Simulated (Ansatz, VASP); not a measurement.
**One calculation of Se, two programs**

The input INCAR:

```
SYSTEM = Se
PREC     = Accurate       ! precision mode
ENCUT    = 600            ! plane-wave cutoff, eV
EDIFF    = 1E-7           ! SCF threshold, eV
ISMEAR   = -1             ! smearing method
SIGMA    = 0.05           ! smearing width, eV
LREAL    = .False.        ! projectors in reciprocal space
LASPH    = .True.         ! aspherical terms in the spheres
NELM     = 60             ! most SCF steps
ALGO     = Normal         ! electronic algorithm
ISIF     = 3              ! what is computed and relaxed
LWAVE    = .False.        ! write WAVECAR
LCHARG   = .False.        ! write CHGCAR
GGA      = PS             ! functional
IBRION   = 2              ! ionic algorithm
NSW      = 60             ! ionic steps
EDIFFG   = -0.01          ! ionic threshold
```

File KPOINTS:

```
regular mesh
0
Gamma
  7 7 6
  0 0 0
```

The input POSCAR:

```
Se
1.0
    4.3662000000      0.0000000000      0.0000000000
   -2.1831000000      3.7812401180      0.0000000000
    0.0000000000      0.0000000000      4.9536000000
Se
3
Direct
    0.7746000000      0.7746000000      0.0000000000
    0.0000000000      0.2254000000      0.6666666667
    0.2254000000      0.0000000000      0.3333333333
```

input.yaml

```yaml
crystal:
  lattice:
    - [4.3662, 0.0, 0.0]
    - [-2.1831, 3.781240118, 0.0]
    - [0.0, 0.0, 4.9536]
  atoms:
    - { symbol: Se, position: [0.7746, 0.7746, 0.0] }
    - { symbol: Se, position: [0.0, 0.2254, 0.6666666667] }
    - { symbol: Se, position: [0.2254, 0.0, 0.3333333333] }
hamiltonian:
  xc: pbesol
  pseudopotentials: { kind: paw }
kpoints:
  mp_grid: { grid: [7, 7, 6] }
scf:
  occupations: { method: fermi_dirac, width: 0.05 }
output:
  forces: true
  stress: true
relax:
  f_tol: 0.01
  max_steps: 40
  cell: { stress_tol: 0.05 }
```

Alike in both runs: task relaxation of cell and atoms; functional PBEsol; k mesh 7 × 7 × 6; occupations fermi-dirac, width 0.05 eV; no spin polarisation.

|  | VASP | Ansatz |
| --- | --- | --- |
| version | VASP 6.6.1 | Ansatz 0.2.0 |
| potentials or method | VASP PAW PBE potentials, release 64 (Se) | Ansatz PAW |
| plane-wave cutoff (eV) | 600 | 420 |
| valence electrons in the cell | 18 | 48 |

VASP gave:

| Quantity | Value |
| --- | --- |
| relaxed volume (Å³/atom) | 24.12 |
| relaxed cell length with the largest relative difference (Å) | 5.133 |

Task: Which values does Ansatz return?

Result: Relaxed volume (Å³/atom): 24.11; relaxed cell length with the largest relative difference (Å): 5.123.

VASP's potentials were made for PBE, not for PBEsol. VASP's potentials hold 18 valence electrons a cell and Ansatz's 48, so a difference there can come from the potentials and not from the codes.

Noted on Ansatz's run: odd divisions of the mesh miss points on the zone boundary, where band edges often lie, so the gap on the mesh can be too wide; the plane-wave basis is chosen anew once the cell has moved, so the energies of steps on either side of that aren't comparable.
